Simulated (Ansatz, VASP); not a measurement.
**SrO: VASP beside Ansatz**

```
CELL_PARAMETERS angstrom
3.53323 0.00000 0.00000
-1.76662 3.05987 0.00000
0.00000 0.00000 3.20677
ATOMIC_POSITIONS crystal
Sr 0.00000 0.00000 0.50000
O 0.33333 0.66667 0.00000
```

Alike in both runs: functional PBE; k mesh 6 × 6 × 8; occupations gaussian, width 0.02 eV; no spin polarisation.

Ansatz relaxed the structure, and its values are those at the end. VASP's run is a single point on that final structure, the one shown.

```csv
,VASP,Ansatz
version,VASP 6.6.1,Ansatz 0.2.0
potentials or method,"VASP PAW PBE potentials, release 64 (Sr_sv, O), cutoff 600 eV","scalar-relativistic, plane waves, PAW"
valence electrons in the cell,16,16
```

```tsv
	VASP	Ansatz	Ansatz less VASP
gap on the k mesh at the Fermi level (eV)	2.80	2.81	+0.015
least direct gap on the mesh (eV)	2.80	2.81	+0.015
pressure (GPa)	0.5	0.0	-0.46
```

The functional is the same, so the differences come from potentials, cutoffs and numerics.
